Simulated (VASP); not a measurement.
A run of VASP 6.6.1 is set up as follows.

File INCAR:

```
ALGO = Normal ; DIPOL = 0.5 0.5 0.403
EDIFF = 1E-7 ; ENCUT = 520
GGA = PE ; IDIPOL = 3
ISIF = 2 ; ISMEAR = 0
IVDW = 12 ; LASPH = True
LCHARG = False ; LDIPOL = True
LREAL = Auto ; LWAVE = False
NBANDS = 86 ; NELM = 100
PREC = Accurate ; SIGMA = 0.05
```

KPOINTS

```
k-points
0
Gamma
  2 2 1
```

File POSCAR:

```
InP
1.0
    8.3347933365      0.0000000000      0.0000000000
   -4.1673966682      7.2181427647      0.0000000000
    0.0000000000      0.0000000000     25.2424314137
P In
8 8
Direct
    0.5000000000      0.0000000000      0.3169266807
    0.5000000000      0.5000000000      0.3169266807
    0.0000000000      0.0000000000      0.3169266807
    0.0000000000      0.5000000000      0.3169266807
    0.6660349504      0.8310074928      0.4576304780
    0.6661392667      0.3340855889      0.4576402210
    0.1643962633      0.8318873304      0.4616733514
    0.1686351087      0.3337404055      0.4584577947
    0.1666666667      0.8333333333      0.3506265359
    0.1666666667      0.3333333333      0.3506265359
    0.6666666667      0.8333333333      0.3506265359
    0.6666666667      0.3333333333      0.3506265359
    0.3343339070      0.6666744250      0.4872643537
    0.3346750602      0.1669118170      0.4874949548
    0.8301588771      0.6645219955      0.4890638647
    0.8326778202      0.1657323990      0.4816557737
```

Potentials or basis: VASP PAW PBE potentials, release 64 (P, In_d).

Command:

```sh
$ cat potpaw_PBE.64/P/POTCAR potpaw_PBE.64/In_d/POTCAR > POTCAR
$ mpirun -np 1 vasp_std > vasp.out
```

Q: What does it give for the largest force?

A: 0.684 eV/Å.

Q: Predict the band gap on the k mesh.

A: 0.07 eV.

Forces in eV/Å, atoms in the order of the input:
```
P    0.005  0.003  0.550
P   -0.003 -0.001  0.513
P   -0.006  0.006  0.549
P    0.002 -0.007  0.550
P    0.003 -0.090  0.258
P   -0.074  0.040  0.258
P    0.011  0.009  0.030
P    0.064  0.036  0.216
In  -0.012 -0.003 -0.446
In   0.040  0.024 -0.628
In   0.007 -0.050 -0.682
In  -0.044  0.035 -0.681
In  -0.038  0.010 -0.152
In  -0.019 -0.048 -0.149
In   0.045  0.030 -0.124
In   0.020  0.006 -0.063
```

Caveat: the k points lie up to 0.44 Å⁻¹ apart; spin-orbit coupling is left out, which moves the levels of the heavy elements.
